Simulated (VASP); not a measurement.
Input of a VASP 6.6.1 run:

INCAR

```
SYSTEM = Hg
PREC = Accurate
ENCUT = 520
EDIFF = 1E-7
ISMEAR = -1
SIGMA = 0.05
LREAL = .FALSE.
LASPH = .TRUE.
NELM = 80
ALGO = Normal
ISIF = 2
LWAVE = .FALSE.
LCHARG = .TRUE.
GGA = PS
LELF = .TRUE.
LVHAR = .TRUE.
NBANDS = 25
```

Contents of KPOINTS:

```
regular mesh
0
G
  8 8 9
  0 0 0
```

File POSCAR:

```
Hg
1.0
    4.5700691356      0.0000000000      0.0000000000
   -2.2850345678      3.9577959684      0.0000000000
    0.0000000000      0.0000000000      3.8956298860
Hg
3
Direct
    0.3333333333      0.6666666667      0.5000000000
    0.0000000000      0.0000000000      0.0000000000
    0.6666666667      0.3333333333      0.5000000000
```

Potentials or basis: VASP PAW PBE potentials, release 64 (Hg).

Command:

```console
$ cat potpaw_PBE.64/Hg/POTCAR > POTCAR
$ mpirun -np 1 vasp_std > vasp.out
```

Question: Predict the band gap on the k mesh.

Answer: Zero (bands 18 and 19 overlap by 4.93 eV).

Question: Estimate the pressure.

Answer: 7.0 GPa.

Stress tensor (GPa, compression positive):
```
10.93  0.00  0.00
 0.00 10.93  0.00
 0.00  0.00 -0.85
```

Caveat: the stress differs along the axes, from -1 to 11 GPa; the PAW data sets were made with another functional, which shifts forces and pressure a little; spin-orbit coupling is left out, which moves the levels of the heavy elements.
